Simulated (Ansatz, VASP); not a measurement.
# ZrS in VASP and in Ansatz

```xyz
2
Lattice="0.0000 2.5827 2.7118 2.5827 0.0000 2.7118 2.5827 2.5827 0.0000" Properties=species:S:1:pos:R:3 pbc="T T T"
Zr    0.0000    0.0000    0.0000
S     2.5827    2.5827    2.7118
```

Alike in both runs: task single point; functional PBEsol; k mesh 18 × 18 × 18; occupations gaussian, width 0.15 eV; no spin polarisation.

|  | VASP | Ansatz |
| --- | --- | --- |
| version | VASP 6.6.1 | Ansatz 0.2.0 |
| potentials or method | VASP PAW PBE potentials, release 64 (Zr_sv, S), cutoff 520 eV | scalar-relativistic, plane waves, PAW |
| valence electrons in the cell | 18 | 18 |

```csv
,VASP,Ansatz,Ansatz less VASP
gap on the k mesh at the Fermi level (eV),none,none,-
pressure (GPa),-5.4,-5.6,-0.19
"traceless stress, the component that is largest in VASP (GPa)",-6.91,-6.84,+0.063
```

VASP's potentials were made for PBE, not for PBEsol. A gap of «none» marks a metal or a gap that the smearing closes. The functional is the same, so the differences come from potentials, cutoffs and numerics.
